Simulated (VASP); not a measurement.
AlNi (NiAl (Pm-3m)):

```
Al Ni
1.0
     2.85971    0.00000    0.00000
     0.00000    2.85971    0.00000
     0.00000    0.00000    2.85971
Al Ni
1 1
Direct
  0.50000 0.50000 0.50000
  0.00000 0.00000 0.00000
```

```yaml
Program: VASP 6.6.1
Task: relaxation of cell and atoms
Functional: PBE
Potentials_or_basis: VASP PAW PBE potentials, release 64 (Al, Ni)
Cutoff: 600 eV
k_mesh: 13 × 13 × 13
Occupations: methfessel-paxton, width 0.1 eV
Spin: no spin polarisation
```

At the start: pressure 5.8 GPa; volume 11.69 Å³/atom.

Question: How do energy, volume and symmetry change on relaxing?

Answer: Over 3 steps the energy falls by 7.0 meV/atom and the volume is 12.10 Å³/atom (+3.4 %); space group Pm-3m (No. 221, to 0.05 Å).

The path:
| step | energy change (eV) | largest force (eV/Å) | pressure (GPa) | volume (Å³) |
| --- | --- | --- | --- | --- |
| 1 | 0.0000 | 0.0000 | 5.80 | 23.39 |
| 2 | -0.0055 | 0.0000 | -4.09 | 24.85 |
| 3 | -0.0141 | 0.0000 | 0.03 | 24.19 |

Final structure:
```xyz
2
Lattice="2.8921 0.0000 0.0000 0.0000 2.8921 0.0000 0.0000 0.0000 2.8921" Properties=species:S:1:pos:R:3 pbc="T T T"
Al    1.4461    1.4461    1.4461
Ni    0.0000    0.0000    0.0000
```
